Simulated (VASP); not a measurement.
# MgO (P-6m2) in VASP: a series of runs, part 2 of 2

VASP 6.6.1. The steps go on from the part before.

## 4. Single point, LDA (strain -0.015 along x and y, +0.030 along z)

Contents of INCAR:

```
SYSTEM = MgO
PREC     = Accurate       ! precision mode
ENCUT    = 750            ! plane-wave cutoff, eV
EDIFF    = 1E-6           ! SCF threshold, eV
ISMEAR   = 0              ! smearing method
SIGMA    = 0.05           ! smearing width, eV
LREAL    = .False.        ! projectors in reciprocal space
LASPH    = .True.         ! aspherical terms in the spheres
NELM     = 120            ! most SCF steps
ALGO     = Normal         ! electronic algorithm
ISIF     = 2              ! what is computed and relaxed
LWAVE    = .False.        ! write WAVECAR
LCHARG   = .False.        ! write CHGCAR
GGA      = CA             ! functional
NBANDS   = 15             ! bands
GGA_COMPAT= .False.
```

Contents of KPOINTS:

```
Automatic mesh
0
Gamma
  9 9 8
  0 0 0
```

Contents of POSCAR:

```
MgO
1.0
    2.8939505899      0.0000000000      0.0000000000
   -1.4469752949      2.5062347281      0.0000000000
    0.0000000000      0.0000000000      2.7600704000
Mg O
1 1
Direct
    0.0000000000      0.0000000000      0.0000000000
    0.3333333333      0.6666666667      0.5000000000
```

Potentials or basis: VASP PAW LDA potentials, release 64 (Mg_sv, O).

Launch:

```
$ cat potpaw_LDA.64/Mg_sv/POTCAR potpaw_LDA.64/O/POTCAR > POTCAR
$ mpirun -np 1 vasp_std > vasp.out
```

OUTCAR:

```text
SYSTEM = MgO
   PREC = Accurate
   ENCUT = 750
   EDIFF = 1E-6
   ISMEAR = 0
   LREAL = .False.
   LASPH = .True.
   NELM = 120
   ISIF = 2
   GGA = CA

 ion  position               nearest neighbor table
   1  0.000  0.000  0.000-
   2  0.333  0.667  0.500-

  LATTYP: Found a hexagonal cell.
 ALAT       =     2.8939505899
 C/A-ratio  =     0.9537379144

  Lattice vectors:

 A1 = (   2.8939505899,   0.0000000000,   0.0000000000)
 A2 = (  -1.4469752949,   2.5062347281,   0.0000000000)
 A3 = (   0.0000000000,   0.0000000000,   2.7600704000)

Analysis of symmetry for initial positions (statically):
=====================================================================
 Subroutine PRICEL returns:
 Original cell was already a primitive cell.

 Routine SETGRP: Setting up the symmetry group for a
 hexagonal supercell.

 Subroutine GETGRP returns: Found 12 space group operations
 (whereof 12 operations were pure point group operations)
 out of a pool of 24 trial point group operations.

The static configuration has the point symmetry D_3h.

Analysis of symmetry for dynamics (positions and initial velocities):
[... 175 lines left out ...]
      7       2.3641      2.00000
      8       2.3641      2.00000
      9       5.5533      0.00000
     10      14.1776      0.00000
     11      18.6553      0.00000
     12      18.6553      0.00000
     13      22.4378      0.00000
     14      22.7769      0.00000
[... 401 lines left out ...]
      2     -37.2408      2.00000
      3     -37.2343      2.00000
      4     -37.1094      2.00000
      5     -12.9815      2.00000
      6      -0.7373      2.00000
      7      -0.7316      2.00000
      8       1.8543      2.00000
      9      10.7551      0.00000
     10      14.2010      0.00000
     11      14.2817      0.00000
     12      19.4206      0.00000
     13      19.6963      0.00000
     14      24.4657      0.00000
     15      25.7674      0.00000

 [... further k-points ...]

------------------------ aborting loop because EDIFF is reached ----------------------------------------

  FORCE on cell =-STRESS in cart. coord.  units (eV):
  Direction    XX          YY          ZZ          XY          YZ          ZX
  --------------------------------------------------------------------------------------
  -------------------------------------------------------------------------------------
  Total       -0.2710369     -0.2710369     -3.3073649     -0.0000000      0.0000000      0.0000000
  in kB      -21.6923231    -21.6923231   -264.7034941     -0.0000000      0.0000000      0.0000000
  external PRESSURE =    -102.6960467 kB  Pullay stress =       0.0000000 kB

 VOLUME and BASIS-vectors are now :
 -----------------------------------------------------------------------------
  energy-cutoff  :      750.00
  volume of cell :       20.02
      direct lattice vectors                 reciprocal lattice vectors
     2.893950590  0.000000000  0.000000000     0.345548401  0.199502463  0.000000000
    -1.446975295  2.506234728  0.000000000     0.000000000  0.399004925  0.000000000
     0.000000000  0.000000000  2.760070400     0.000000000  0.000000000  0.362309599

 POSITION                                       TOTAL-FORCE (eV/Angst)
 -----------------------------------------------------------------------------------
      0.00000      0.00000      0.00000         0.000000     -0.000000      0.000000
     -0.00000      1.67082      1.38004        -0.000000      0.000000      0.000000
 -----------------------------------------------------------------------------------
    total drift:                                0.000000     -0.000000     -0.000000

  FREE ENERGIE OF THE ION-ELECTRON SYSTEM (eV)
  ---------------------------------------------------
  free  energy   TOTEN  =       -12.4540974714 eV

  energy  without entropy=      -12.4540974714  energy(sigma->0) =      -12.45409747
```

OSZICAR:

```text
N       E                     dE             d eps       ncg     rms          rms(c)
DAV:   1     0.149980630569E+03    0.14998E+03   -0.12593E+04  1800   0.162E+03
DAV:   2    -0.880839334818E+01   -0.15879E+03   -0.15015E+03  2129   0.410E+02
DAV:   3    -0.141672006329E+02   -0.53588E+01   -0.53321E+01  2379   0.740E+01
DAV:   4    -0.142370990303E+02   -0.69898E-01   -0.69891E-01  2003   0.857E+00
DAV:   5    -0.142382116573E+02   -0.11126E-02   -0.11126E-02  2381   0.897E-01    0.863E+00
DAV:   6    -0.125535263697E+02    0.16847E+01   -0.24232E+00  1814   0.152E+01    0.294E+00
DAV:   7    -0.124949753932E+02    0.58551E-01   -0.14618E-01  2045   0.330E+00    0.171E+00
DAV:   8    -0.124551094694E+02    0.39866E-01   -0.61810E-02  2136   0.232E+00    0.355E-01
DAV:   9    -0.124540510844E+02    0.10584E-02   -0.42022E-03  2157   0.538E-01    0.101E-01
DAV:  10    -0.124541300930E+02   -0.79009E-04   -0.19035E-04  2199   0.205E-01    0.698E-02
DAV:  11    -0.124540976465E+02    0.32446E-04   -0.50938E-05  2108   0.887E-02    0.376E-03
DAV:  12    -0.124540974714E+02    0.17506E-06   -0.19720E-06  2178   0.178E-02
   1 F= -.12454097E+02 E0= -.12454097E+02  d E =-.413169E-14
```

stdout:

```text
POSCAR found type information on POSCAR MgO
 POSCAR found :  2 types and       2 ions
 scaLAPACK will be used
 LDA part: xc-table for (Slater(with rela. corr.)+CA(PZ))
 , standard interpolation
 POSCAR, INCAR and KPOINTS ok, starting setup
 FFT: planning ... GRIDC
 FFT: planning ... GRID_SOFT
 FFT: planning ... GRID
 WAVECAR not read
 entering main loop
```

Run time: 26 s. Hardware: 1 thread of Intel Xeon 6975P-C (Granite Rapids), shared host; peak memory 0.15 GiB.

Results:

* Free energy: -12.4541 eV
* Pressure: -10.3 GPa
* Band gap on the k mesh: 2.77 eV (least direct gap 3.19 eV)

Stress tensor (GPa, compression positive):
```
 -2.17   0.00   0.00
  0.00  -2.17   0.00
  0.00   0.00 -26.47
```

Levels at points of the mesh, in eV from the valence-band top:
```csv
k point,band 6,band 7,band 8,band 9,band 10,band 11
"(0.00, 0.00, 0.00)",-0.86,-0.42,-0.42,2.77,11.39,15.87
"(0.00, 0.00, 0.50)",-5.62,0.00,0.00,8.37,8.50,17.38
```

Caveat: the cell differs from its parent crystal (strain -0.015 along x and y, +0.030 along z); the cell stands under tension; an odd mesh through Γ misses points on the zone boundary, where band edges can lie.

## 5. Single point, LDA (strain +0.030 along x and y, +0.030 along z)

Contents of INCAR:

```
SYSTEM = MgO
PREC = Accurate
ENCUT = 750
EDIFF = 1E-6
ISMEAR = 0
SIGMA = 0.05
LREAL = .FALSE.
LASPH = .TRUE.
NELM = 120
ALGO = Normal
ISIF = 2
LWAVE = .FALSE.
LCHARG = .TRUE.
LELF = .TRUE.
LVHAR = .TRUE.
NBANDS = 15
GGA_COMPAT = .FALSE.
```

Contents of KPOINTS:

```
regular mesh
0
G
  9 9 8
  0 0 0
```

Contents of POSCAR:

```
MgO
1.0
    3.0261615305      0.0000000000      0.0000000000
   -1.5130807653      2.6207327614      0.0000000000
    0.0000000000      0.0000000000      2.7600704000
Mg O
1 1
Direct
    0.0000000000      0.0000000000      0.0000000000
    0.3333333333      0.6666666667      0.5000000000
```

Launch:

```
$ cat potpaw_LDA.64/Mg_sv/POTCAR potpaw_LDA.64/O/POTCAR > POTCAR
$ mpirun -np 1 vasp_std > vasp.out
```

It took 21 s on 1 thread of Intel Xeon 6975P-C (Granite Rapids), shared host; peak memory 0.15 GiB.

The run converged. Its results:

| Property | Result |
| --- | --- |
| Free energy | -12.3455 eV |
| Pressure | -18.4 GPa |
| Band gap on the k mesh | 2.34 eV (least direct gap 2.73 eV) |

Stress tensor (GPa, compression positive):
```
-17.19   0.00   0.00
  0.00 -17.19   0.00
  0.00   0.00 -20.73
```

Levels at points of the mesh, in eV from the valence-band top:
```tsv
k point	band 6	band 7	band 8	band 9	band 10	band 11
(0.00, 0.00, 0.00)	-0.54	-0.54	-0.38	2.34	11.35	14.59
(0.00, 0.00, 0.50)	-5.00	-0.07	-0.07	7.43	8.18	16.67
```

Caveat: the cell differs from its parent crystal (strain +0.030 along x and y, +0.030 along z); the cell stands under tension; an odd mesh through Γ misses points on the zone boundary, where band edges can lie.

## 6. Single point, LDA (strain -0.030 along x and y, -0.030 along z)

Contents of INCAR:

```
ALGO = Normal ; EDIFF = 1E-6
ENCUT = 750 ; GGA_COMPAT = F
ISIF = 2 ; ISMEAR = 0
LASPH = T ; LCHARG = F
LREAL = F ; LWAVE = F
NBANDS = 15 ; NELM = 120
PREC = Accurate ; SIGMA = 0.05
```

Contents of KPOINTS:

```
k-points
0
Gamma
  9 9 8
```

Contents of POSCAR:

```
MgO
1.0
    2.8498802763      0.0000000000      0.0000000000
   -1.4249401382      2.4680687170      0.0000000000
    0.0000000000      0.0000000000      2.5992896000
Mg O
1 1
Direct
    0.0000000000      0.0000000000      0.0000000000
    0.3333333333      0.6666666667      0.5000000000
```

Potentials or basis: VASP PAW LDA potentials, release 64 (Mg_sv, O).

Launch:

```
$ cat potpaw_LDA.64/Mg_sv/POTCAR potpaw_LDA.64/O/POTCAR > POTCAR
$ mpirun -np 1 vasp_std > vasp.out
```

It took 15 s on 1 thread of AMD EPYC 7R13 (Zen 3), shared host; peak memory 0.12 GiB.

Results (log left out):

| Quantity | Value |
| --- | --- |
| Free energy | -12.5251 eV |
| Pressure | 4.1 GPa |
| Band gap on the k mesh | 3.68 eV (least direct gap 4.10 eV) |

Stress tensor (GPa, compression positive):
```
3.23 0.00 0.00
0.00 3.23 0.00
0.00 0.00 5.71
```

Levels at points of the mesh, in eV from the valence-band top:
```
           k point  band 5  band 6  band 7  band 8  band 9  band 10  band 11  band 12
(0.00, 0.00, 0.00)  -17.66   -0.68   -0.68   -0.42    3.68    11.91    16.07    16.07
(0.00, 0.00, 0.50)  -16.29   -5.86   -0.11   -0.11    8.98     9.63    17.96    17.96
```

Caveat: the cell differs from its parent crystal (strain -0.030 along x and y, -0.030 along z); the cell stands under pressure; an odd mesh through Γ misses points on the zone boundary, where band edges can lie.

## 7. The runs side by side

| cell | gap on the mesh (eV) | pressure (GPa) |
| --- | --- | --- |
| a = 2.894, b = 2.894, c = 2.639 Å, angles 90.0, 90.0, 120.0°, 2 atoms | 3.31 | -3.5 |
| a = 2.982, b = 2.982, c = 2.599 Å, angles 90.0, 90.0, 120.0°, 2 atoms | 2.65 | -8.2 |
| a = 2.894, b = 2.894, c = 2.760 Å, angles 90.0, 90.0, 120.0°, 2 atoms | 2.77 | -10.3 |
| a = 3.026, b = 3.026, c = 2.760 Å, angles 90.0, 90.0, 120.0°, 2 atoms | 2.34 | -18.4 |
| a = 2.850, b = 2.850, c = 2.599 Å, angles 90.0, 90.0, 120.0°, 2 atoms | 3.68 | 4.1 |

Alike in all rows: task single point; level LDA; potentials or basis VASP PAW LDA potentials, release 64 (Mg_sv, O); no spin polarisation; k mesh 9 × 9 × 8; cutoff (eV) 750; smearing gaussian 0.05 eV.

Caveats: an odd mesh through Γ misses points on the zone boundary, where band edges can lie; the cell stands under tension (at least some runs); the cell stands under pressure (at least some runs).

Total energies depend on the potentials used, so only differences within one code and one set of settings carry meaning.
